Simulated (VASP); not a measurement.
# Cl (Cmce) in VASP: notebook

Cl is run at these levels: PBE, r2SCAN; tasks: single point.

All numbers are computed with VASP 6.6.1; they aren't measurements. Logs are shortened: lines on timing, memory, paths and dates and some standing lists are left out, and cuts for length are marked.

**1. The cell of the first run**

Symmetry: Cmce, No. 64, orthorhombic system. Conventional cell: a = 6.413 Å, b = 4.588 Å, c = 8.371 Å, α = 90.00°, β = 90.00°, γ = 90.00°. Cl (site symmetry m) has 1 Cl at 2.06 Å within 2.7 Å.

**2. Single point, PBE**

File INCAR:

```
PREC = Accurate
ENCUT = 520
EDIFF = 1E-7
ISMEAR = -1
SIGMA = 0.05
LREAL = False
LASPH = True
NELM = 80
ALGO = Normal
ISIF = 2
LWAVE = False
LCHARG = False
GGA = PE
NBANDS = 22
```

File KPOINTS:

```
regular mesh
0
Gamma
  7 7 4
```

File POSCAR:

```
Cl
1.0
    3.2066823265     -2.2941288504      0.0000000000
    3.2066823265      2.2941288504      0.0000000000
    0.0000000000      0.0000000000      8.3710212721
Cl
4
Direct
    0.3700000000      0.6300000000      0.4000000000
    0.1300000000      0.8700000000      0.9000000000
    0.6300000000      0.3700000000      0.6000000000
    0.8700000000      0.1300000000      0.1000000000
```

Potentials or basis: VASP PAW PBE potentials, release 64 (Cl).

Started as:

```sh
> cat potpaw_PBE.64/Cl/POTCAR > POTCAR
> mpirun -np 1 vasp_std > vasp.out
```

OUTCAR:

```text
PREC = Accurate
   ENCUT = 520
   EDIFF = 1E-7
   ISMEAR = -1
   LREAL = False
   LASPH = True
   NELM = 80
   ISIF = 2
   GGA = PE

 ion  position               nearest neighbor table
   1  0.370  0.630  0.400-   3 2.06
   2  0.130  0.870  0.900-   4 2.06
   3  0.630  0.370  0.600-   1 2.06
   4  0.870  0.130  0.100-   2 2.06

  LATTYP: Found a base centered orthorhombic cell.
 ALAT       =     4.5882577008
 B/A-ratio  =     1.3977777778
 C/A-ratio  =     1.8244444445

  Lattice vectors:

 A1 = (  -3.2066823265,  -2.2941288504,   0.0000000000)
 A2 = (   3.2066823265,  -2.2941288504,   0.0000000000)
 A3 = (   0.0000000000,   0.0000000000,   8.3710212721)

Analysis of symmetry for initial positions (statically):
=====================================================================
 Subroutine PRICEL returns:
 Original cell was already a primitive cell.

 Routine SETGRP: Setting up the symmetry group for a
 base centered orthorhombic supercell.

 Subroutine GETGRP returns: Found  8 space group operations
 (whereof  4 operations were pure point group operations)
 out of a pool of  8 trial point group operations.

The static configuration has the point symmetry C_2h.
 The point group associated with its full space group is D_2h.

Analysis of symmetry for dynamics (positions and initial velocities):
=====================================================================
 Subroutine PRICEL returns:
 Original cell was already a primitive cell.

 Routine SETGRP: Setting up the symmetry group for a
 base centered orthorhombic supercell.

 Subroutine GETGRP returns: Found  8 space group operations
 (whereof  4 operations were pure point group operations)
 out of a pool of  8 trial point group operations.

The dynamic configuration has the point symmetry C_2h.
 The point group associated with its full space group is D_2h.

 Subroutine INISYM returns: Found  8 space group operations
 (whereof  4 operations are pure point group operations),
 and found     1 'primitive' translations

----------------------------------------------------------------------------------------

                                     Primitive cell

  volume of cell :     123.1635

  direct lattice vectors                    reciprocal lattice vectors
     3.206682327 -2.294128850  0.000000000     0.155924394 -0.217947654  0.000000000
     3.206682327  2.294128850  0.000000000     0.155924394  0.217947654  0.000000000
     0.000000000  0.000000000  8.371021272     0.000000000  0.000000000  0.119459737

  length of vectors
     3.942821163  3.942821163  8.371021272     0.267980590  0.267980590  0.119459737

  position of ions in fractional coordinates (direct lattice)
     0.370000000  0.630000000  0.400000000
     0.130000000  0.870000000  0.900000000
     0.630000000  0.370000000  0.600000000
     0.870000000  0.130000000  0.100000000

  ion indices of the primitive-cell ions
   primitive index   ion index
                 1           1
                 2           2
                 3           3
                 4           4

----------------------------------------------------------------------------------------

 KPOINTS: regular mesh

Automatic generation of k-mesh.
 Grid dimensions read from file:
 generate k-points for:    7    7    4

 Generating k-lattice:

  Cartesian coordinates                     Fractional coordinates (reciprocal lattice)
     0.022274913 -0.031135379  0.000000000     0.142857143 -0.000000000  0.000000000
     0.022274913  0.031135379  0.000000000    -0.000000000  0.142857143  0.000000000
     0.000000000  0.000000000  0.029864934     0.000000000  0.000000000  0.250000000

  Length of vectors
     0.038282941  0.038282941  0.029864934

  Shift w.r.t. Gamma in fractional coordinates (k-lattice)
     0.000000000  0.000000000  0.000000000

 Subroutine IBZKPT returns following result:
 ===========================================

 Found     48 irreducible k-points:

 Following reciprocal coordinates:
            Coordinates               Weight
  0.000000  0.000000  0.000000      1.000000
  0.142857  0.000000  0.000000      4.000000
  0.285714 -0.000000  0.000000      4.000000
  0.428571 -0.000000  0.000000      4.000000
  0.142857  0.142857  0.000000      2.000000
  0.285714  0.142857  0.000000      4.000000
[... 16 lines left out ...]
  0.428571  0.142857  0.250000      8.000000
 -0.428571  0.142857  0.250000      8.000000
 [... further k-points ...]
   k-points           NKPTS =     48   k-points in BZ     NKDIM =     48   number of bands    NBANDS=     22
   number of dos      NEDOS =    301   number of ions     NIONS =      4
   total plane-waves  NPLWV =  57600
   dimension x,y,z NGX =    30 NGY =   30 NGZ =   64
   dimension x,y,z NGXF=    60 NGYF=   60 NGZF=  128
   ions per type =               4
   NGX,Y,Z   is equivalent  to a cutoff of  12.65, 12.65, 12.71 a.u.
   NGXF,Y,Z  is equivalent  to a cutoff of  25.30, 25.30, 25.42 a.u.
 SYSTEM =  unknown system
   PREC   = accura    normal or accurate (medium, high low for compatibility)
   ISTART =      0    job   : 0-new  1-cont  2-samecut
   ICHARG =      2    charge: 1-file 2-atom 10-const
   ISPIN  =      1    spin polarized calculation?
   LNONCOLLINEAR =      F non collinear calculations
   LSORBIT =      F    spin-orbit coupling
   LASPH  =      T    aspherical Exc in radial PAW
   ENCUT  =  520.0 eV  38.22 Ry    6.18 a.u.   7.33  7.33 15.56*2*pi/ulx,y,z
   NELM   =     80;   NELMIN=  2; NELMDL= -5     # of ELM steps
   EDIFF  = 0.1E-06   stopping-criterion for ELM
   LREAL  =      F    real-space projection
   EDIFFG = 0.1E-05   stopping-criterion for IOM
   NSW    =      0    number of steps for IOM
   IBRION =     -1    ionic relax: 0-MD 1-quasi-New 2-CG
   NFREE  =      0    steps in history (QN), initial steepest desc. (CG)
   ISIF   =      2    stress and relaxation
   ISYM   =      2    0-nonsym 1-usesym 2-fastsym
   POTIM  = 0.5000    time-step for ionic-motion
   TEBEG  =    0.0;   TEEND  =   0.0 temperature during run
   PSTRESS=    0.0 pullay stress
   NELECT =      28.0000    total number of electrons
   NUPDOWN=      -1.0000    fix difference up-down
   EMIN   =  10.00;   EMAX   =-10.00  energy-range for DOS
   EFERMI =   0.00;   METHOD = LEGACY
   ISMEAR =    -1;   SIGMA  =   0.05  broadening in eV -4-tet -1-fermi 0-gaus
   EFERMI_NEDOS =   21; number of points for ismear=-14 and -15
   IALGO  =     38    algorithm
   IMIX   =      4    mixing-type and parameters
     AMIX     =   0.40;   BMIX     =  1.00
     AMIX_MAG =   1.60;   BMIX_MAG =  1.00
  volume/ion in A,a.u.               =      30.79       207.79
  Fermi-wavevector in a.u.,A,eV,Ry     =   0.999156  1.888132 13.582878  0.998313
  Thomas-Fermi vector in A             =   2.131428
   LORBIT       =      0    0 simple, 1 ext, 2 COOP (PROOUT), +10 PAW based schemes
   GGA     = PE    functional components
   LHFCALC =     F    Hartree Fock is set to
   AEXX    =    0.0000 exact exchange contribution
   IVDW    =     0    specifies the selected vdW correction
   LEPSILON=     F    determine dielectric tensor
   LRPA    =     F    only Hartree local field effects (RPA)
 non-spin polarized calculation
  energy-cutoff  :      520.00
  volume of cell :      123.16
 maximum number of plane-waves:      3341
 NGX is ok and might be reduce to    30
   NGX = 15   NGY = 15   NGZ = 31

 number of electron      27.9999999 magnetization

 Free energy of the ion-electron system (eV)
  ---------------------------------------------------
  ext. energy  EPLUGINS =         0.00000000
  ---------------------------------------------------
  free energy    TOTEN  =        -7.29563801 eV

  energy without entropy =       -7.29563801  energy(sigma->0) =       -7.29563801

 E-fermi :   0.0544     XC(G=0):  -7.4913

 val. band max:       -1.1013833346   @ k =  -0.4286   0.4286   0.0000
 cond. band min:       1.2276716963   @ k =   0.0000   0.0000   0.0000
 fundamental gap:      2.3290550308
 Fermi energy:         0.0544475311

 k-point     1 :       0.0000    0.0000    0.0000
  band No.  band energies     occupation
      1     -17.3021      2.00000
      2     -17.1205      2.00000
      3     -13.6457      2.00000
      4     -13.1971      2.00000
      5      -6.1195      2.00000
      6      -5.4336      2.00000
[... 14 lines left out ...]
     21       9.2160      0.00000
     22       9.5404      0.00000

 k-point     2 :       0.1429    0.0000    0.0000
  band No.  band energies     occupation
      1     -17.2710      2.00000
      2     -17.1060      2.00000
      3     -13.6266      2.00000
      4     -13.2247      2.00000
      5      -6.1142      2.00000
      6      -5.4728      2.00000
[... 14 lines left out ...]
     21       9.1360      0.00000
     22       9.5410      0.00000

 k-point     3 :       0.2857   -0.0000    0.0000
  band No.  band energies     occupation
      1     -17.1941      2.00000
      2     -17.0778      2.00000
      3     -13.5738      2.00000
      4     -13.2996      2.00000
      5      -6.0831      2.00000
      6      -5.5969      2.00000
[... 14 lines left out ...]
     21       9.3159      0.00000
     22       9.8928      0.00000
[... 476 lines left out ...]
 k-point    23 :       0.4286    0.1429    0.2500
  band No.  band energies     occupation
      1     -17.1231      2.00000
      2     -17.0576      2.00000
      3     -13.4975      2.00000
      4     -13.3501      2.00000
      5      -5.9622      2.00000
      6      -5.7148      2.00000
[... 14 lines left out ...]
     21       9.3350      0.00000
     22       9.5594      0.00000

 k-point    24 :      -0.4286    0.1429    0.2500
  band No.  band energies     occupation
      1     -17.0822      2.00000
      2     -17.0703      2.00000
      3     -13.4536      2.00000
      4     -13.4310      2.00000
      5      -5.8643      2.00000
      6      -5.8433      2.00000
[... 14 lines left out ...]
     21       9.4064      0.00000
     22       9.7533      0.00000

 [... further k-points ...]

------------------------ aborting loop because EDIFF is reached ----------------------------------------

  FORCE on cell =-STRESS in cart. coord.  units (eV):
  Direction    XX          YY          ZZ          XY          YZ          ZX
  --------------------------------------------------------------------------------------
  -------------------------------------------------------------------------------------
  Total        0.6548905     -1.0277668     -2.2366190      0.0000000      0.0000000      0.0000000
  in kB        8.5191657    -13.3697400    -29.0951364      0.0000000      0.0000000      0.0000000
  external PRESSURE =     -11.3152369 kB  Pullay stress =       0.0000000 kB

 VOLUME and BASIS-vectors are now :
 -----------------------------------------------------------------------------
  energy-cutoff  :      520.00
  volume of cell :      123.16
      direct lattice vectors                 reciprocal lattice vectors
     3.206682327 -2.294128850  0.000000000     0.155924394 -0.217947654  0.000000000
     3.206682327  2.294128850  0.000000000     0.155924394  0.217947654  0.000000000
     0.000000000  0.000000000  8.371021272     0.000000000  0.000000000  0.119459737

 POSITION                                       TOTAL-FORCE (eV/Angst)
 -----------------------------------------------------------------------------------
      3.20668      0.59647      3.34841         0.000000     -0.504065      0.553477
      3.20668      1.69766      7.53392         0.000000      0.504065      0.553477
      3.20668     -0.59647      5.02261         0.000000      0.504065     -0.553477
      3.20668     -1.69766      0.83710         0.000000     -0.504065     -0.553477
 -----------------------------------------------------------------------------------
    total drift:                               -0.000000      0.000000     -0.000000

  FREE ENERGIE OF THE ION-ELECTRON SYSTEM (eV)
  ---------------------------------------------------
  free  energy   TOTEN  =        -7.2956380144 eV

  energy  without entropy=       -7.2956380143  energy(sigma->0) =       -7.29563801
```

It took 94 s on 1 thread of Oxide Virtual Turin-like, shared host; peak memory 0.22 GiB.

What came out:

- Free energy: -7.2956 eV
- Pressure: -1.1 GPa
- Largest force: 0.749 eV/Å
- Band gap on the k mesh: 2.33 eV (least direct gap 2.38 eV)

Forces on the atoms (eV/Å):
```
Cl   0.000 -0.504  0.553
Cl   0.000  0.504  0.553
Cl   0.000  0.504 -0.553
Cl   0.000 -0.504 -0.553
```

Levels at points of the mesh, in eV from the valence-band top:
| k point | band 10 | band 11 | band 12 | band 13 | band 14 | band 15 | band 16 | band 17 | band 18 | band 19 |
| --- | --- | --- | --- | --- | --- | --- | --- | --- | --- | --- |
| (0.00, 0.00, 0.00) | -1.99 | -0.62 | -0.35 | -0.13 | -0.05 | 2.33 | 2.87 | 6.88 | 7.69 | 9.01 |
| (0.00, 0.00, 0.50) | -1.99 | -0.57 | -0.57 | -0.09 | -0.09 | 2.53 | 2.53 | 7.47 | 7.47 | 9.69 |

Caveat: this functional lacks dispersion, which holds the molecules together, so the pressure and a relaxed volume are unreliable.

**3. Single point, r2SCAN**

This run uses another cell than the first one, of 27.31 Å³/atom.

File POSCAR:

```
Cl
1.0
    3.0807983119     -2.2040687446      0.0000000000
    3.0807983119      2.2040687446      0.0000000000
    0.0000000000      0.0000000000      8.0424019526
Cl
4
Direct
    0.3700000000      0.6300000000      0.4000000000
    0.1300000000      0.8700000000      0.9000000000
    0.6300000000      0.3700000000      0.6000000000
    0.8700000000      0.1300000000      0.1000000000
```

File INCAR.step1:

```
SYSTEM = Cl
PREC     = Accurate       ! precision mode
ENCUT    = 520            ! plane-wave cutoff, eV
ISMEAR   = -1             ! smearing method
SIGMA    = 0.05           ! smearing width, eV
LREAL    = .False.        ! projectors in reciprocal space
LASPH    = .True.         ! aspherical terms in the spheres
NELM     = 60             ! most SCF steps
NBANDS   = 22             ! bands
GGA      = PE             ! functional
ALGO     = Normal         ! electronic algorithm
EDIFF    = 1E-4           ! SCF threshold, eV
LWAVE    = .True.         ! write WAVECAR
LCHARG   = .False.        ! write CHGCAR
```

File INCAR.step2:

```
SYSTEM = Cl
PREC     = Accurate       ! precision mode
ENCUT    = 520            ! plane-wave cutoff, eV
EDIFF    = 1E-6           ! SCF threshold, eV
ISMEAR   = -1             ! smearing method
SIGMA    = 0.05           ! smearing width, eV
LREAL    = .False.        ! projectors in reciprocal space
LASPH    = .True.         ! aspherical terms in the spheres
NELM     = 60             ! most SCF steps
ALGO     = Normal         ! electronic algorithm
ISIF     = 2              ! what is computed and relaxed
LWAVE    = .False.        ! write WAVECAR
LCHARG   = .False.        ! write CHGCAR
METAGGA  = R2SCAN         ! meta-GGA
LMIXTAU  = .True.       
NBANDS   = 22             ! bands
ISTART   = 1
```

File KPOINTS:

```
regular mesh
0
Gamma
  7 7 4
  0 0 0
```

Potentials or basis: VASP PAW PBE potentials, release 64 (Cl).

Started as:

```sh
> cat potpaw_PBE.64/Cl/POTCAR > POTCAR
> cp INCAR.step1 INCAR
> mpirun -np 1 vasp_std > vasp.out
> cp INCAR.step2 INCAR
> mpirun -np 1 vasp_std > vasp.out
```

Wall time 4.5 min (1 thread of Oxide Virtual Turin-like, shared host); peak memory 0.22 GiB.

Results (log left out):

| Quantity | Value |
| --- | --- |
| Free energy | -24.5793 eV |
| Pressure | 0.8 GPa |
| Largest force | 0.376 eV/Å |
| Band gap on the k mesh | 3.14 eV (least direct gap 3.20 eV) |

Forces in eV/Å, atoms in the order of the input:
```
Cl   0.000  0.156 -0.342
Cl   0.000 -0.156 -0.342
Cl   0.000 -0.156  0.342
Cl   0.000  0.156  0.342
```

Stress tensor (GPa, compression positive):
```
0.41 0.00 0.00
0.00 0.66 0.00
0.00 0.00 1.24
```

Levels at points of the mesh, in eV from the valence-band top:
```tsv
k point	band 11	band 12	band 13	band 14	band 15	band 16	band 17	band 18
(0.00, 0.00, 0.00)	-0.78	-0.45	-0.17	-0.06	3.15	3.74	7.70	8.13
(0.00, 0.00, 0.50)	-0.72	-0.72	-0.11	-0.11	3.34	3.34	8.21	8.21
```

Caveat: the PAW data sets were made with another functional, which shifts forces and pressure a little.

**4. Single point, r2SCAN**

This run uses another cell than the first one, of 27.89 Å³/atom.

File POSCAR:

```
Cl
1.0
    3.1024947895     -2.2195908669      0.0000000000
    3.1024947895      2.2195908669      0.0000000000
    0.0000000000      0.0000000000      8.0990404521
Cl
4
Direct
    0.3700000000      0.6300000000      0.4000000000
    0.1300000000      0.8700000000      0.9000000000
    0.6300000000      0.3700000000      0.6000000000
    0.8700000000      0.1300000000      0.1000000000
```

File INCAR.step1:

```
PREC = Accurate
ENCUT = 520
ISMEAR = -1
SIGMA = 0.05
LREAL = F
LASPH = T
NELM = 100
NBANDS = 22
GGA = PE
ALGO = Normal
EDIFF = 1E-4
LWAVE = T
LCHARG = F
```

File INCAR.step2:

```
PREC = Accurate
ENCUT = 520
EDIFF = 1E-7
ISMEAR = -1
SIGMA = 0.05
LREAL = F
LASPH = T
NELM = 100
ALGO = Normal
ISIF = 2
LWAVE = F
LCHARG = T
METAGGA = R2SCAN
LMIXTAU = T
LELF = T
LVHAR = T
NBANDS = 22
ISTART = 1
```

File KPOINTS:

```
Automatic mesh
0
Gamma
  7 7 4
```

Started as:

```sh
> cat potpaw_PBE.64/Cl/POTCAR > POTCAR
> cp INCAR.step1 INCAR
> mpirun -np 1 vasp_std > vasp.out
> cp INCAR.step2 INCAR
> mpirun -np 1 vasp_std > vasp.out
```

Wall time 6.4 min (1 thread of Oxide Virtual Turin-like, shared host); peak memory 0.22 GiB.

It converged, with:

- Free energy: -24.5867 eV
- Pressure: 0.1 GPa
- Largest force: 0.127 eV/Å
- Band gap on the k mesh: 3.06 eV (least direct gap 3.12 eV)

Forces on the atoms (eV/Å):
```
Cl   0.000  0.000 -0.127
Cl   0.000  0.000 -0.127
Cl   0.000  0.000  0.127
Cl   0.000  0.000  0.127
```

Stress tensor (GPa, compression positive):
```
 0.28  0.00  0.00
 0.00 -0.04  0.00
 0.00  0.00  0.01
```

Levels at points of the mesh, in eV from the valence-band top:
```
           k point  band 12  band 13  band 14  band 15  band 16  band 17
(0.00, 0.00, 0.00)    -0.43    -0.16    -0.06     3.06     3.65     7.67
(0.00, 0.00, 0.50)    -0.69    -0.11    -0.11     3.25     3.25     8.20
```

Caveat: the PAW data sets were made with another functional, which shifts forces and pressure a little.

**5. Overview**

| level | cell | gap on the mesh (eV) | pressure (GPa) | largest force (eV/Å) |
| --- | --- | --- | --- | --- |
| PBE | a = 3.943, b = 3.943, c = 8.371 Å, angles 90.0, 90.0, 71.2°, 4 atoms | 2.33 | -1.1 | 0.75 |
| r2SCAN | a = 3.788, b = 3.788, c = 8.042 Å, angles 90.0, 90.0, 71.2°, 4 atoms | 3.14 | 0.8 | 0.38 |
| r2SCAN | a = 3.815, b = 3.815, c = 8.099 Å, angles 90.0, 90.0, 71.2°, 4 atoms | 3.06 | 0.1 | 0.13 |

Alike in all rows: task single point; potentials or basis VASP PAW PBE potentials, release 64 (Cl); no spin polarisation; k mesh 7 × 7 × 4; cutoff (eV) 520; smearing fermi-dirac 0.05 eV.

Caveats: the PAW data sets were made with another functional, which shifts forces and pressure a little (at least some runs); this functional lacks dispersion, which holds the molecules together, so the pressure and a relaxed volume are unreliable (at least some runs).

Total energies depend on the potentials used, so only differences within one code and one set of settings carry meaning.
